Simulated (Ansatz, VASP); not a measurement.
TiB6 in VASP and in Ansatz

```
CELL_PARAMETERS angstrom
0.00000 3.07617 3.07617
3.07617 0.00000 3.07617
3.07617 3.07617 0.00000
ATOMIC_POSITIONS crystal
Ti 0.50000 0.50000 0.50000
B 0.52769 0.97231 0.97231
B 0.97231 0.52769 0.52769
B 0.97231 0.52769 0.97231
B 0.52769 0.97231 0.52769
B 0.97231 0.97231 0.52769
B 0.52769 0.52769 0.97231
```

Alike in both runs: functional PBE; k mesh 6 × 6 × 6; occupations gaussian, width 0.1 eV; no spin polarisation.

Ansatz relaxed the structure, and its values are those at the end. VASP's run is a single point on that final structure, the one shown.

|  | VASP | Ansatz |
| --- | --- | --- |
| version | VASP 6.6.1 | Ansatz 0.2.0 |
| potentials or method | VASP PAW PBE potentials, release 64 (Ti_sv, B), cutoff 520 eV | scalar-relativistic, plane waves, PAW |
| valence electrons in the cell | 30 | 30 |

```tsv
	VASP	Ansatz	Ansatz less VASP
gap on the k mesh at the Fermi level (eV)	none	none	-
pressure (GPa)	-0.1	0.1	+0.16
rms of the force components (eV/Å)	0.003	0.003	+0.0006
```

A gap of «none» marks a metal or a gap that the smearing closes.
